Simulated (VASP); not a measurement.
Set up this calculation in VASP 6.6.1, as the native input.

```
Task                   : single point
Functional             : BLYP
Potentials or basis    : VASP PAW PBE potentials, release 64 (Ni)
Cutoff                 : 520 eV
k mesh                 : 12 × 12 × 17
Occupations            : fermi-dirac, width 0.05 eV
Spin                   : collinear spin, ferromagnetic start
Starting moments       : [0.643, 0.69, 0.69] μB
Dipole correction      : no
Further INCAR settings : ALGO = Normal; EDIFF = 1e-07; NBANDS = 26
```

The structure of Ni lies in POSCAR:

```
Ni
1.0
    4.0571890610      0.0000000000      0.0000000000
   -2.0285945305      3.5136287948      0.0000000000
    0.0000000000      0.0000000000      2.4599623030
Ni
3
Direct
    0.0000000000      1.0000000000      0.0000000000
    0.3333333333      0.6666666667      0.5000000000
    0.6666666667      0.3333333333      0.5000000000
```

One way to write it, as run:

INCAR

```
SYSTEM = Ni
  PREC = Accurate
  ENCUT = 520
  EDIFF = 1E-7
  ISMEAR = -1
  SIGMA = 0.05
  LREAL = .False.
  LASPH = .True.
  NELM = 150
  ALGO = Normal
  ISIF = 2
  LWAVE = .False.
  LCHARG = .False.
  ISPIN = 2
  MAGMOM = 0.643 0.69 0.69
  LORBIT = 11
  LMAXMIX = 4
  GGA = B5
  ALDAX = 1.0
  AGGAX = 1.0
  AGGAC = 1.0
  ALDAC = 0.0
  NBANDS = 26
```

KPOINTS

```
Automatic mesh
0
Gamma
  12 12 17
  0 0 0
```

Potentials or basis: VASP PAW PBE potentials, release 64 (Ni).

The run is started by

```sh
$ cat potpaw_PBE.64/Ni/POTCAR > POTCAR
$ mpirun -np 1 vasp_std > vasp.out
```

It gave:

- Pressure: 0.1 GPa
- Net moment: 1.83 μB per cell
- Site moments: Ni +0.59, +0.64 μB
- Valence electrons inside the program's atomic spheres: Ni 9.21, 9.28

Caveat: the PAW data sets were made with another functional, which shifts forces and pressure a little.

It took 6.6 min on 1 thread of Oxide Virtual Turin-like Processor, with other jobs on the host, peak memory 0.28 GiB.
